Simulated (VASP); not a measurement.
# Sn4SeS3 (Pm) in VASP: a series of runs

The runs below take Sn4SeS3 through single point, with PBE.

Everything below comes from runs of VASP 6.6.1. Logs are shortened: lines on timing, memory, paths and dates and some standing lists are left out, and cuts for length are marked.

### 1 The cell of the first run

It takes space group Pm (No. 6, monoclinic). Conventional cell: a = 4.321 Å, b = 4.130 Å, c = 11.747 Å, α = 90.00°, β = 92.24°, γ = 90.00°. Within 3.7 Å of Sn (site symmetry m) lie 6 S at 2.63 to 3.51 Å and 2 Sn at 3.63 Å. Sn (site symmetry m) has 5 S at 2.63 to 3.27 Å within 3.5 Å. Sn (site symmetry m) has 1 S at 2.63 Å and 4 Se at 2.88 to 3.11 Å within 3.5 Å. Within 3.7 Å of Sn (site symmetry m) lie 5 S at 2.73 to 3.47 Å and 1 Se at 2.77 Å and 2 Sn at 3.63 Å. Within 3.9 Å of Se (site symmetry m) lie 6 Sn at 2.77 to 3.68 Å and 4 S at 3.83 to 3.87 Å. S (site symmetry m) has 6 Sn at 2.63 to 3.51 Å within 3.6 Å. Within 3.5 Å of S (site symmetry m) lie 6 Sn at 2.63 to 3.47 Å. S (site symmetry m) has 5 Sn at 2.63 to 3.27 Å within 3.5 Å.

### 2 Single point, PBE

Input file INCAR:

```
SYSTEM = Sn4SeS3
  ALGO = Normal
  EDIFF = 1E-6
  ENCUT = 520
  GGA = PE
  ISIF = 2
  ISMEAR = 0
  KPAR = 4
  LASPH = .TRUE.
  LCHARG = .FALSE.
  LREAL = .FALSE.
  LWAVE = .FALSE.
  NBANDS = 50
  NELM = 80
  PREC = Accurate
  SIGMA = 0.01
```

Input file KPOINTS:

```
k-points
0
G
  8 10 4
  0 0 0
```

Input file POSCAR:

```
Sn4SeS3
1.0
    4.3211973993      0.0000000000      0.0380389529
    0.0000000000      4.1296696516      0.0000000000
   -0.5622898700      0.0000000000     11.7335841157
Sn Se S
4 1 3
Direct
    0.9844400276      0.5000000000      0.0031085602
    0.3146883737      0.0000000000      0.7548798710
    0.3578016337      0.5000000000      0.4935755486
    0.7799850908      0.0000000000      0.2429097029
    0.8921296350      0.0000000000      0.4768384000
    0.3771489198      0.5000000000      0.2700871624
    0.3942898721      0.0000000000      0.9780645536
    0.8995164472      0.5000000000      0.7805362010
```

Potentials or basis: VASP PAW PBE potentials, release 64 (Sn_d, Se, S).

Launch:

```console
$ cat potpaw_PBE.64/Sn_d/POTCAR potpaw_PBE.64/Se/POTCAR potpaw_PBE.64/S/POTCAR > POTCAR
$ mpirun -np 4 vasp_std > vasp.out
```

OUTCAR:

```text
SYSTEM = Sn4SeS3
   EDIFF = 1E-6
   ENCUT = 520
   GGA = PE
   ISIF = 2
   ISMEAR = 0
   LASPH = .TRUE.
   LREAL = .FALSE.
   NELM = 80
   PREC = Accurate

 ion  position               nearest neighbor table
   1  0.984  0.500  0.003-   8 2.63   7 2.74   7 2.74   4 3.63   4 3.63
   2  0.315  0.000  0.755-   7 2.63   8 2.76   8 2.76   8 3.27   8 3.27   3 3.71   3 3.71
   3  0.358  0.500  0.494-   6 2.63   5 2.88   5 2.88   5 3.11   5 3.11   2 3.71   2 3.71
   4  0.780  0.000  0.243-   6 2.73   6 2.73   5 2.77   1 3.63   1 3.63
   5  0.892  0.000  0.477-   4 2.77   3 2.88   3 2.88   3 3.11   3 3.11
   6  0.377  0.500  0.270-   3 2.63   4 2.73   4 2.73
   7  0.394  0.000  0.978-   2 2.63   1 2.74   1 2.74
   8  0.900  0.500  0.781-   1 2.63   2 2.76   2 2.76   2 3.27   2 3.27

  LATTYP: Found a simple monoclinic cell.
 ALAT       =     4.3213648221
 B/A-ratio  =     0.9556401326
 C/A-ratio  =     2.7183655475
 COS(beta)  =    -0.0390721809

  Lattice vectors:

 A1 = (   4.3211973993,   0.0000000000,   0.0380389529)
 A2 = (   0.0000000000,   4.1296696516,   0.0000000000)
 A3 = (  -0.5622898700,   0.0000000000,  11.7335841157)

Analysis of symmetry for initial positions (statically):
=====================================================================
 Subroutine PRICEL returns:
 Original cell was already a primitive cell.

 Routine SETGRP: Setting up the symmetry group for a
 simple monoclinic supercell.

 Subroutine GETGRP returns: Found  2 space group operations
 (whereof  2 operations were pure point group operations)
 out of a pool of  4 trial point group operations.

The static configuration has the point symmetry C_1h.

Analysis of symmetry for dynamics (positions and initial velocities):
=====================================================================
 Subroutine PRICEL returns:
 Original cell was already a primitive cell.

 Routine SETGRP: Setting up the symmetry group for a
 simple monoclinic supercell.

 Subroutine GETGRP returns: Found  2 space group operations
 (whereof  2 operations were pure point group operations)
 out of a pool of  4 trial point group operations.

The dynamic configuration has the point symmetry C_1h.

 Subroutine INISYM returns: Found  2 space group operations
 (whereof  2 operations are pure point group operations),
 and found     1 'primitive' translations

----------------------------------------------------------------------------------------

                                     Primitive cell

[... 103 lines left out ...]
   LREAL  =      F    real-space projection
   EDIFFG = 0.1E-04   stopping-criterion for IOM
   NSW    =      0    number of steps for IOM
   IBRION =     -1    ionic relax: 0-MD 1-quasi-New 2-CG
   NFREE  =      0    steps in history (QN), initial steepest desc. (CG)
   ISIF   =      2    stress and relaxation
   ISYM   =      2    0-nonsym 1-usesym 2-fastsym
   POTIM  = 0.5000    time-step for ionic-motion
   TEBEG  =    0.0;   TEEND  =   0.0 temperature during run
   PSTRESS=    0.0 pullay stress
   NELECT =      80.0000    total number of electrons
   NUPDOWN=      -1.0000    fix difference up-down
   EMIN   =  10.00;   EMAX   =-10.00  energy-range for DOS
   EFERMI =   0.00;   METHOD = LEGACY
   ISMEAR =     0;   SIGMA  =   0.01  broadening in eV -4-tet -1-fermi 0-gaus
   EFERMI_NEDOS =   21; number of points for ismear=-14 and -15
   IALGO  =     38    algorithm
   IMIX   =      4    mixing-type and parameters
     AMIX     =   0.40;   BMIX     =  1.00
     AMIX_MAG =   1.60;   BMIX_MAG =  1.00
  volume/ion in A,a.u.               =      26.18       176.70
  Fermi-wavevector in a.u.,A,eV,Ry     =   1.187756  2.244533 19.194599  1.410763
  Thomas-Fermi vector in A             =   2.323900
   LORBIT       =      0    0 simple, 1 ext, 2 COOP (PROOUT), +10 PAW based schemes
   GGA     = PE    functional components
   LHFCALC =     F    Hartree Fock is set to
   AEXX    =    0.0000 exact exchange contribution
   IVDW    =     0    specifies the selected vdW correction
   LEPSILON=     F    determine dielectric tensor
   LRPA    =     F    only Hartree local field effects (RPA)
 non-spin polarized calculation
 Gauss-broadening in eV      SIGMA  =   0.01
  energy-cutoff  :      520.00
  volume of cell :      209.48
 maximum number of plane-waves:      5676
   NGX = 17   NGY = 15   NGZ = 43

 number of electron      80.0000007 magnetization

 Free energy of the ion-electron system (eV)
  ---------------------------------------------------
  ext. energy  EPLUGINS =         0.00000000
  ---------------------------------------------------
  free energy    TOTEN  =       -34.68612944 eV

  energy without entropy =      -34.68612944  energy(sigma->0) =      -34.68612944

 E-fermi :   5.5213     XC(G=0):  -9.5439

 val. band max:        5.4424241272   @ k =   0.5000   0.0000   0.5000
 cond. band min:       6.0489947364   @ k =   0.0000   0.0000   0.0000
 fundamental gap:      0.6065706092
 Fermi energy:         5.5212807983

 k-point     1 :       0.0000    0.0000    0.0000
  band No.  band energies     occupation
      1     -15.9046      2.00000
      2     -15.9013      2.00000
      3     -15.8914      2.00000
      4     -15.8884      2.00000
      5     -15.8873      2.00000
      6     -15.8757      2.00000
[... 1261 lines left out ...]
     49      10.3630      0.00000
     50      10.6223      0.00000

 [... further k-points ...]
[... 5 lines left out ...]
  --------------------------------------------------------------------------------------
  -------------------------------------------------------------------------------------
  Total       -0.0206796     -0.0367806     -0.0493271      0.0000000      0.0000000      0.0036492
  in kB       -0.1581680     -0.2813169     -0.3772795      0.0000000      0.0000000      0.0279110
  external PRESSURE =      -0.2722548 kB  Pullay stress =       0.0000000 kB

 VOLUME and BASIS-vectors are now :
 -----------------------------------------------------------------------------
  energy-cutoff  :      520.00
  volume of cell :      209.48
      direct lattice vectors                 reciprocal lattice vectors
     4.321197399  0.000000000  0.038038953     0.231319757  0.000000000  0.011085168
     0.000000000  4.129669652  0.000000000     0.000000000  0.242150120  0.000000000
    -0.562289870  0.000000000 11.733584116    -0.000749912  0.000000000  0.085189514

 POSITION                                       TOTAL-FORCE (eV/Angst)
 -----------------------------------------------------------------------------------
      4.25221      2.06483      0.07392        -0.004434      0.000000     -0.001374
      0.93537      0.00000      8.86942         0.002351      0.000000      0.000036
      1.26860      2.06483      5.80502         0.005895      0.000000      0.002712
      3.23388      0.00000      2.87987         0.004603      0.000000     -0.009193
      3.58695      0.00000      5.62896        -0.003791      0.000000      0.007927
      1.47787      2.06483      3.18344        -0.005577      0.000000     -0.001434
      1.15385      0.00000     11.49120         0.004099      0.000000      0.001079
      3.44810      2.06483      9.19270        -0.003146      0.000000      0.000248
 -----------------------------------------------------------------------------------
    total drift:                                0.000289      0.000000     -0.001792

  FREE ENERGIE OF THE ION-ELECTRON SYSTEM (eV)
  ---------------------------------------------------
  free  energy   TOTEN  =       -34.6861294406 eV

  energy  without entropy=      -34.6861294406  energy(sigma->0) =      -34.68612944
```

Wall time 4.4 min (4 MPI ranks of AMD EPYC 7R13 (Zen 3), shared host); peak memory 0.9 GiB.

What came out:

* Free energy: -34.6861 eV
* Pressure: 0.0 GPa
* Largest force: 0.010 eV/Å
* Band gap on the k mesh: 0.61 eV (least direct gap 0.94 eV)

Forces on the atoms (eV/Å):
```
Sn  -0.004  0.000 -0.001
Sn   0.002  0.000  0.000
Sn   0.006  0.000  0.003
Sn   0.005  0.000 -0.009
Se  -0.004  0.000  0.008
S   -0.006  0.000 -0.001
S    0.004  0.000  0.001
S   -0.003  0.000  0.000
```

Caveat: spin-orbit coupling is left out, which moves the levels of the heavy elements. A k mesh can miss the band edges.

[end of part 1 of 2]
